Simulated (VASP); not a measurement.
# La (P6_3/mmc) in VASP: a series of runs, part 2 of 2

VASP 6.6.1.

## Step 3: Single point, RPBE+D4

This run uses another cell than the first one, of 37.28 Å³/atom.

File INCAR:

```
PREC = Accurate
ENCUT = 520
EDIFF = 1E-6
ISMEAR = -1
SIGMA = 0.05
LREAL = F
LASPH = T
NELM = 60
ALGO = Normal
ISIF = 2
LWAVE = F
LCHARG = F
GGA = RP
IVDW = 13
NBANDS = 18
```

File KPOINTS:

```
regular mesh
0
Gamma
  8 8 5
```

File POSCAR:

```
La
1.0
    3.7810653648      0.0000000000      0.0000000000
   -1.8905326824      3.2744986593      0.0000000000
    0.0000000000      0.0000000000      6.0227256676
La
2
Direct
    0.6666666667      0.3333333333      0.7500000000
    0.3333333333      0.6666666667      0.2500000000
```

Potentials or basis: VASP PAW PBE potentials, release 64 (La).

Command:

```
cat potpaw_PBE.64/La/POTCAR > POTCAR
mpirun -np 1 vasp_std > vasp.out
```

OUTCAR:

```text
PREC = Accurate
   ENCUT = 520
   EDIFF = 1E-6
   ISMEAR = -1
   LREAL = F
   LASPH = T
   NELM = 60
   ISIF = 2
   GGA = RP
   IVDW = 13

 ion  position               nearest neighbor table
   1  0.667  0.333  0.750-
   2  0.333  0.667  0.250-

  LATTYP: Found a hexagonal cell.
 ALAT       =     3.7810653648
 C/A-ratio  =     1.5928647316

  Lattice vectors:

 A1 = (   3.7810653648,   0.0000000000,   0.0000000000)
 A2 = (  -1.8905326824,   3.2744986593,   0.0000000000)
 A3 = (   0.0000000000,   0.0000000000,   6.0227256676)

Analysis of symmetry for initial positions (statically):
=====================================================================
 Subroutine PRICEL returns:
 Original cell was already a primitive cell.

 Routine SETGRP: Setting up the symmetry group for a
 hexagonal supercell.

 Subroutine GETGRP returns: Found 24 space group operations
 (whereof 12 operations were pure point group operations)
 out of a pool of 24 trial point group operations.

The static configuration has the point symmetry D_3d.
 The point group associated with its full space group is D_6h.

Analysis of symmetry for dynamics (positions and initial velocities):
=====================================================================
 Subroutine PRICEL returns:
 Original cell was already a primitive cell.

 Routine SETGRP: Setting up the symmetry group for a
 hexagonal supercell.

 Subroutine GETGRP returns: Found 24 space group operations
 (whereof 12 operations were pure point group operations)
 out of a pool of 24 trial point group operations.

The dynamic configuration has the point symmetry D_3d.
 The point group associated with its full space group is D_6h.

 Subroutine INISYM returns: Found 24 space group operations
 (whereof 12 operations are pure point group operations),
 and found     1 'primitive' translations

----------------------------------------------------------------------------------------

                                     Primitive cell

  volume of cell :      74.5679

  direct lattice vectors                    reciprocal lattice vectors
     3.781065365  0.000000000  0.000000000     0.264475724  0.152695130  0.000000000
    -1.890532682  3.274498659  0.000000000     0.000000000  0.305390261  0.000000000
     0.000000000  0.000000000  6.022725668     0.000000000  0.000000000  0.166037780

  length of vectors
     3.781065365  3.781065365  6.022725668     0.305390261  0.305390261  0.166037780

  position of ions in fractional coordinates (direct lattice)
     0.666666667  0.333333333  0.750000000
     0.333333333  0.666666667  0.250000000

  ion indices of the primitive-cell ions
   primitive index   ion index
                 1           1
                 2           2

----------------------------------------------------------------------------------------

 KPOINTS: regular mesh

Automatic generation of k-mesh.
 Grid dimensions read from file:
 generate k-points for:    8    8    5

 Generating k-lattice:

  Cartesian coordinates                     Fractional coordinates (reciprocal lattice)
     0.033059466  0.019086891  0.000000000     0.125000000  0.000000000  0.000000000
     0.000000000  0.038173783  0.000000000     0.000000000  0.125000000  0.000000000
     0.000000000  0.000000000  0.033207556     0.000000000  0.000000000  0.200000000

  Length of vectors
     0.038173783  0.038173783  0.033207556

  Shift w.r.t. Gamma in fractional coordinates (k-lattice)
     0.000000000  0.000000000  0.000000000

 Subroutine IBZKPT returns following result:
 ===========================================

 Found     30 irreducible k-points:

 Following reciprocal coordinates:
            Coordinates               Weight
  0.000000  0.000000  0.000000      1.000000
  0.125000  0.000000  0.000000      6.000000
  0.250000  0.000000  0.000000      6.000000
  0.375000  0.000000  0.000000      6.000000
  0.500000  0.000000  0.000000      3.000000
  0.125000  0.125000  0.000000      6.000000
[... 16 lines left out ...]
  0.250000  0.000000  0.400000     12.000000
  0.375000  0.000000  0.400000     12.000000
 [... further k-points ...]
   k-points           NKPTS =     30   k-points in BZ     NKDIM =     30   number of bands    NBANDS=     18
   number of dos      NEDOS =    301   number of ions     NIONS =      2
   total plane-waves  NPLWV =  37632
   dimension x,y,z NGX =    28 NGY =   28 NGZ =   48
   dimension x,y,z NGXF=    56 NGYF=   56 NGZF=   96
   ions per type =               2
   NGX,Y,Z   is equivalent  to a cutoff of  12.31, 12.31, 13.25 a.u.
   NGXF,Y,Z  is equivalent  to a cutoff of  24.62, 24.62, 26.50 a.u.
 SYSTEM =  unknown system
   PREC   = accura    normal or accurate (medium, high low for compatibility)
   ISTART =      0    job   : 0-new  1-cont  2-samecut
   ICHARG =      2    charge: 1-file 2-atom 10-const
   ISPIN  =      1    spin polarized calculation?
   LNONCOLLINEAR =      F non collinear calculations
   LSORBIT =      F    spin-orbit coupling
   LASPH  =      T    aspherical Exc in radial PAW
   ENCUT  =  520.0 eV  38.22 Ry    6.18 a.u.   7.03  7.03 11.20*2*pi/ulx,y,z
   NELM   =     60;   NELMIN=  2; NELMDL= -5     # of ELM steps
   EDIFF  = 0.1E-05   stopping-criterion for ELM
   LREAL  =      F    real-space projection
[... 7 lines left out ...]
   TEBEG  =    0.0;   TEEND  =   0.0 temperature during run
   PSTRESS=    0.0 pullay stress
   NELECT =      22.0000    total number of electrons
   NUPDOWN=      -1.0000    fix difference up-down
   EMIN   =  10.00;   EMAX   =-10.00  energy-range for DOS
   EFERMI =   0.00;   METHOD = LEGACY
   ISMEAR =    -1;   SIGMA  =   0.05  broadening in eV -4-tet -1-fermi 0-gaus
   EFERMI_NEDOS =   21; number of points for ismear=-14 and -15
   IALGO  =     38    algorithm
   IMIX   =      4    mixing-type and parameters
     AMIX     =   0.40;   BMIX     =  1.00
     AMIX_MAG =   1.60;   BMIX_MAG =  1.00
  volume/ion in A,a.u.               =      37.28       251.60
  Fermi-wavevector in a.u.,A,eV,Ry     =   1.089846  2.059510 16.160507  1.187764
  Thomas-Fermi vector in A             =   2.226058
   LORBIT       =      0    0 simple, 1 ext, 2 COOP (PROOUT), +10 PAW based schemes
   GGA     = RP    functional components
   LHFCALC =     F    Hartree Fock is set to
   AEXX    =    0.0000 exact exchange contribution
   IVDW    =    13    specifies the selected vdW correction
   LEPSILON=     F    determine dielectric tensor
   LRPA    =     F    only Hartree local field effects (RPA)
 non-spin polarized calculation
  energy-cutoff  :      520.00
  volume of cell :       74.57
 maximum number of plane-waves:      2027
   NGX = 15   NGY = 15   NGZ = 23

 number of electron      21.9999997 magnetization

 Free energy of the ion-electron system (eV)
  ---------------------------------------------------
  ext. energy  EPLUGINS =         0.00000000
  ---------------------------------------------------
  free energy    TOTEN  =        -9.02665041 eV

  energy without entropy =       -8.99185902  energy(sigma->0) =       -9.00925471

 E-fermi :   7.9121     XC(G=0):  -9.4619

 val. band max:        7.9013844439   @ k =   0.2500   0.2500   0.2000
 cond. band min:       7.9203575677   @ k =   0.3750   0.0000   0.4000
 fundamental gap:      0.0189731238
 Fermi energy:         7.9120710197

 k-point     1 :       0.0000    0.0000    0.0000
  band No.  band energies     occupation
      1     -24.9809      2.00000
      2     -24.7706      2.00000
      3      -9.3825      2.00000
      4      -8.2167      2.00000
      5      -8.2167      2.00000
      6      -8.0207      2.00000
[... 10 lines left out ...]
     17       9.5977      0.00000
     18       9.6553      0.00000

 k-point     2 :       0.1250    0.0000    0.0000
  band No.  band energies     occupation
      1     -24.9574      2.00000
      2     -24.7608      2.00000
      3      -9.3191      2.00000
      4      -8.3703      2.00000
      5      -8.2657      2.00000
      6      -8.1778      2.00000
[... 10 lines left out ...]
     17       9.5972      0.00000
     18       9.6160      0.00000
[... 442 lines left out ...]
 k-point    24 :       0.3750    0.0000    0.4000
  band No.  band energies     occupation
      1     -24.7937      2.00000
      2     -24.7616      2.00000
      3      -9.2100      2.00000
      4      -9.1158      2.00000
      5      -8.4445      2.00000
      6      -8.3655      2.00000
[... 10 lines left out ...]
     17       9.6871      0.00000
     18       9.7065      0.00000

 [... further k-points ...]

------------------------ aborting loop because EDIFF is reached ----------------------------------------

  DFT-D4 for vdW energy calculation

  Edisp (eV):   -0.84818

  FORCE on cell =-STRESS in cart. coord.  units (eV):
  Direction    XX          YY          ZZ          XY          YZ          ZX
  --------------------------------------------------------------------------------------
  -------------------------------------------------------------------------------------
  Total       0.02607     0.02607     0.02511     0.00000    -0.00000    -0.00000
  in kB       0.56020     0.56020     0.53958     0.00000    -0.00000    -0.00000
  external pressure =        0.55 kB  Pullay stress =        0.00 kB

 VOLUME and BASIS-vectors are now :
 -----------------------------------------------------------------------------
  energy-cutoff  :      520.00
  volume of cell :       74.57
      direct lattice vectors                 reciprocal lattice vectors
     3.781065365  0.000000000  0.000000000     0.264475724  0.152695130  0.000000000
    -1.890532682  3.274498659  0.000000000     0.000000000  0.305390261  0.000000000
     0.000000000  0.000000000  6.022725668     0.000000000  0.000000000  0.166037780

 POSITION                                       TOTAL-FORCE (eV/Angst)
 -----------------------------------------------------------------------------------
      1.89053      1.09150      4.51704         0.000000     -0.000000      0.000000
     -0.00000      2.18300      1.50568        -0.000000      0.000000      0.000000
 -----------------------------------------------------------------------------------
    total drift:                               -0.000000      0.000000     -0.000000

  FREE ENERGIE OF THE ION-ELECTRON SYSTEM (eV)
  ---------------------------------------------------
  free  energy   TOTEN  =        -9.8748254136 eV

  energy  without entropy=       -9.8400340192  energy(sigma->0) =       -9.85742972
```

OSZICAR:

```text
N       E                     dE             d eps       ncg     rms          rms(c)
DAV:   1     0.256789237128E+03    0.25679E+03   -0.81459E+03  1080   0.169E+03
DAV:   2     0.287124096860E+02   -0.22808E+03   -0.22482E+03  1536   0.303E+02
DAV:   3    -0.548721492439E+01   -0.34200E+02   -0.33472E+02  1770   0.136E+02
DAV:   4    -0.870832770488E+01   -0.32211E+01   -0.31873E+01  2154   0.406E+01
DAV:   5    -0.894259661944E+01   -0.23427E+00   -0.23394E+00  1736   0.983E+00    0.338E+00
DAV:   6    -0.898767801801E+01   -0.45081E-01   -0.45061E-01  2158   0.494E+00    0.176E+00
DAV:   7    -0.901003883178E+01   -0.22361E-01   -0.13298E-01  1712   0.284E+00    0.610E-01
DAV:   8    -0.902518015707E+01   -0.15141E-01   -0.57580E-02  2160   0.183E+00    0.456E-01
DAV:   9    -0.901107582853E+01    0.14104E-01   -0.20427E-02  1648   0.108E+00    0.572E-01
DAV:  10    -0.902490770484E+01   -0.13832E-01   -0.32031E-02  1992   0.204E+00    0.520E-01
DAV:  11    -0.902748272674E+01   -0.25750E-02   -0.26756E-03  1872   0.666E-01    0.234E-01
DAV:  12    -0.902708201727E+01    0.40071E-03   -0.29426E-04  2040   0.212E-01    0.165E-01
DAV:  13    -0.902663066211E+01    0.45136E-03   -0.15354E-03  1816   0.379E-01    0.677E-03
DAV:  14    -0.902665501173E+01   -0.24350E-04   -0.19606E-04  2160   0.128E-01    0.167E-02
DAV:  15    -0.902664943584E+01    0.55759E-05   -0.18594E-05  1808   0.472E-02    0.562E-03
DAV:  16    -0.902665040958E+01   -0.97374E-06   -0.78792E-06  1920   0.232E-02
   1 F= -.98748254E+01 E0= -.98574297E+01  d E =-.347914E-01
```

Wall time 27 s (1 thread of Intel Xeon 6975P-C (Granite Rapids), shared host); peak memory 0.21 GiB.

Results:

| Quantity | Value |
| --- | --- |
| Free energy | -9.8748 eV |
| Pressure | 0.1 GPa |
| Band gap on the k mesh | zero (bands 11 and 12 overlap by 1.27 eV) |
| Dispersion energy per atom | -0.424 eV |

Caveat: the PAW data sets were made with another functional, which shifts forces and pressure a little; spin-orbit coupling is left out, which moves the levels of the heavy elements.

## Step 4: Single point, RPBE

This run uses another cell than the first one, of 39.93 Å³/atom.

File INCAR:

```
SYSTEM = La
  PREC = Accurate
  ENCUT = 520
  EDIFF = 1E-6
  ISMEAR = -1
  SIGMA = 0.05
  LREAL = .FALSE.
  LASPH = .TRUE.
  NELM = 60
  ALGO = Normal
  ISIF = 2
  LWAVE = .FALSE.
  LCHARG = .FALSE.
  GGA = RP
  NBANDS = 18
```

File KPOINTS:

```
Automatic mesh
0
G
  8 8 5
  0 0 0
```

File POSCAR:

```
La
1.0
    3.8739616322      0.0000000000      0.0000000000
   -1.9369808161      3.3549491868      0.0000000000
    0.0000000000      0.0000000000      6.1445703755
La
2
Direct
    0.6666666667      0.3333333333      0.7500000000
    0.3333333333      0.6666666667      0.2500000000
```

Command:

```
cat potpaw_PBE.64/La/POTCAR > POTCAR
mpirun -np 1 vasp_std > vasp.out
```

Run time: 36 s. Hardware: 1 thread of Intel Xeon 6975P-C (Granite Rapids), shared host; peak memory 0.22 GiB.

It converged, with:

* Free energy: -9.0569 eV
* Pressure: 0.0 GPa
* Band gap on the k mesh: zero (bands 11 and 12 overlap by 1.31 eV)

Levels at points of the mesh, in eV from the Fermi level:
```csv
k point,band 7,band 8,band 9,band 10,band 11,band 12,band 13,band 14,band 15,band 16
"(0.00, 0.00, 0.00)",-16.15,-16.10,-3.20,-1.67,1.10,1.24,1.24,1.43,1.52,1.53
"(0.50, 0.00, 0.00)",-16.40,-16.27,-1.43,-1.13,-1.00,0.94,1.11,1.25,1.38,1.66
```

Caveat: the PAW data sets were made with another functional, which shifts forces and pressure a little; spin-orbit coupling is left out, which moves the levels of the heavy elements.

## Step 5: Relaxation of cell and atoms, RPBE

This run uses another cell than the first one, of 36.96 Å³/atom.

File INCAR:

```
SYSTEM = La
PREC = Accurate ; ENCUT = 600
EDIFF = 1E-6 ; ISMEAR = -1
SIGMA = 0.05 ; LREAL = .False.
LASPH = .True. ; NELM = 100
ALGO = Normal ; ISIF = 3
LWAVE = .False. ; LCHARG = .False.
GGA = RP ; IBRION = 2
NSW = 80 ; EDIFFG = -0.005
```

File KPOINTS:

```
Automatic mesh
0
Gamma
  8 8 5
  0 0 0
```

File POSCAR:

```
La
1.0
    3.7500000000      0.0000000000      0.0000000000
   -1.8750000000      3.2475952642      0.0000000000
    0.0000000000      0.0000000000      6.0700000000
La
2
Direct
    0.6666666667      0.3333333333      0.7500000000
    0.3333333333      0.6666666667      0.2500000000
```

Command:

```
cat potpaw_PBE.64/La/POTCAR > POTCAR
mpirun -np 1 vasp_std > vasp.out
```

Wall time 2 min (1 thread of Intel Xeon 6975P-C (Granite Rapids), shared host); peak memory 0.23 GiB.

The run converged. Its results:

- Free energy: -9.0582 eV
- Relaxed volume: 39.92 Å³/atom
- Relaxed cell: a = 3.873 Å, b = 3.873 Å, c = 6.144 Å, α = 90.00°, β = 90.00°, γ = 120.00°
- Space group after relaxing (to 0.1 Å): P6_3/mmc (No. 194)
- Energy gained by relaxing: 19.1 meV/atom
- Ionic steps: 9
- Pressure after relaxing: 0.0 GPa
- Band gap on the k mesh: zero (bands 11 and 12 overlap by 1.31 eV)

The path:
| step | energy change (eV) | largest force (eV/Å) | pressure (GPa) | volume (Å³) |
| --- | --- | --- | --- | --- |
| 1 | 0.0000 | 0.0000 | 2.06 | 73.92 |
| 2 | -0.0365 | 0.0000 | 0.21 | 79.14 |
| 3 | -0.0370 | 0.0000 | -0.01 | 79.89 |
| 4 | -0.0370 | 0.0000 | -0.06 | 80.01 |
| 5 | -0.0376 | 0.0000 | -0.05 | 80.02 |
| 6 | -0.0381 | 0.0000 | -0.04 | 80.03 |
| 7 | -0.0381 | 0.0000 | -0.05 | 80.03 |
| 8 | -0.0381 | 0.0000 | -0.05 | 80.03 |
| 9 | -0.0381 | 0.0000 | 0.01 | 79.83 |

Final structure:
```
La
1.0
     3.87333    0.00000    0.00000
    -1.93666    3.35440    0.00000
     0.00000    0.00000    6.14443
La
2
Direct
  0.66667 0.33333 0.75000
  0.33333 0.66667 0.25000
```

Levels at points of the mesh, in eV from the Fermi level:
| k point | band 9 | band 10 | band 11 | band 12 | band 13 | band 14 |
| --- | --- | --- | --- | --- | --- | --- |
| (0.00, 0.00, 0.00) | -3.20 | -1.67 | 1.10 | 1.24 | 1.24 | 1.43 |
| (0.50, 0.00, 0.00) | -1.43 | -1.13 | -1.00 | 0.94 | 1.12 | 1.25 |

Caveat: the PAW data sets were made with another functional, which shifts forces and pressure a little; spin-orbit coupling is left out, which moves the levels of the heavy elements.

## Step 6: Overview

```tsv
task	level	cell	cutoff (eV)	gap on the mesh (eV)	pressure (GPa)
single point	RPBE+D3(BJ)	a = 2.925, b = 2.925, c = 4.959 Å, angles 90.0, 90.0, 120.0°, 2 atoms	520	none	0.2
single point	RPBE+D4	a = 3.781, b = 3.781, c = 6.023 Å, angles 90.0, 90.0, 120.0°, 2 atoms	520	none	0.1
single point	RPBE	a = 3.874, b = 3.874, c = 6.145 Å, angles 90.0, 90.0, 120.0°, 2 atoms	520	none	0.0
relaxation of cell and atoms	RPBE	relaxed from a = 3.750, b = 3.750, c = 6.070 Å, angles 90.0, 90.0, 120.0°, 2 atoms	600	none	0.0
```

Alike in all rows: potentials or basis VASP PAW PBE potentials, release 64 (La); no spin polarisation; k mesh 8 × 8 × 5; smearing fermi-dirac 0.05 eV.

Caveats: the PAW data sets were made with another functional, which shifts forces and pressure a little; spin-orbit coupling is left out, which moves the levels of the heavy elements; the dispersion term is far too large for a dense solid, which distorts pressure and volume (at least some runs).

Total energies depend on the potentials used, so only differences within one code and one set of settings carry meaning.

The gap in the log of VASP goes by the Fermi energy; the results here count the filled bands.